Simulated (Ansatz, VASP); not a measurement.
## One calculation of NaI, two programs

```xyz
2
Lattice="0.0000 3.5432 3.5432 3.5432 0.0000 3.5432 3.5432 3.5432 0.0000" Properties=species:S:1:pos:R:3 pbc="T T T"
Na    0.0000    0.0000    0.0000
I     1.7716    1.7716    1.7716
```

Alike in both runs: task single point; functional PBEsol; k mesh 4 × 4 × 4; occupations fermi-dirac, width 0.5 eV; no spin polarisation.

|  | VASP | Ansatz |
| --- | --- | --- |
| version | VASP 6.6.1 | Ansatz 0.2.0 |
| potentials or method | VASP PAW PBE potentials, release 64 (Na_pv, I) | plane waves |
| plane-wave cutoff (eV) | 520 | 420 |
| valence electrons in the cell | 14 | 26 |

VASP gave:

```
pressure (GPa) : 0.0
```

Q: Estimate Ansatz's values.

A: Pressure (GPa): -0.1.

VASP's potentials were made for PBE, not for PBEsol. With one functional, cell and mesh, what is left measures potentials, basis and numerics. VASP's potentials hold 14 valence electrons a cell and Ansatz's 26, so a difference there can come from the potentials and not from the codes.

Spin-orbit coupling is off throughout.
